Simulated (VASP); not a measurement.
Crystal: Rb3Ir.

```
CELL_PARAMETERS angstrom
5.11015 0.00000 0.00000
0.00000 5.11015 0.00000
0.00000 0.00000 5.11015
ATOMIC_POSITIONS crystal
Rb 0.00000 0.50000 0.50000
Rb 0.50000 0.00000 0.50000
Rb 0.50000 0.50000 0.00000
Ir 0.00000 0.00000 0.00000
```

- Program: VASP 6.6.1
- Task: relaxation of cell and atoms
- Functional: PBE
- Potentials or basis: VASP PAW PBE potentials, release 64 (Rb_sv, Ir)
- Cutoff: 600 eV
- k mesh: 10 × 10 × 10
- Occupations: gaussian, width 0.1 eV
- Spin: no spin polarisation

At the start: pressure 1.9 GPa; volume 33.36 Å³/atom.

Problem. Where does the relaxation end?

Solution. Over 4 steps the energy falls by 28.5 meV/atom and the volume is 38.67 Å³/atom (+15.9 %); space group Pm-3m (No. 221, to 0.1 Å) before and after.

Step by step:
| step | energy change (eV) | largest force (eV/Å) | pressure (GPa) | volume (Å³) |
| --- | --- | --- | --- | --- |
| 1 | 0.0000 | 0.0000 | 1.95 | 133.44 |
| 2 | -0.0733 | 0.0000 | 1.05 | 141.42 |
| 3 | -0.1128 | 0.0000 | 0.15 | 152.52 |
| 4 | -0.1140 | 0.0000 | 0.02 | 154.67 |

Final structure:
```
CELL_PARAMETERS angstrom
5.36783 0.00000 0.00000
0.00000 5.36783 0.00000
0.00000 0.00000 5.36783
ATOMIC_POSITIONS crystal
Rb 0.00000 0.50000 0.50000
Rb 0.50000 0.00000 0.50000
Rb 0.50000 0.50000 0.00000
Ir 0.00000 0.00000 0.00000
```

Caveat: the volume moved by over 15 % at a fixed basis, so the end points are rough.
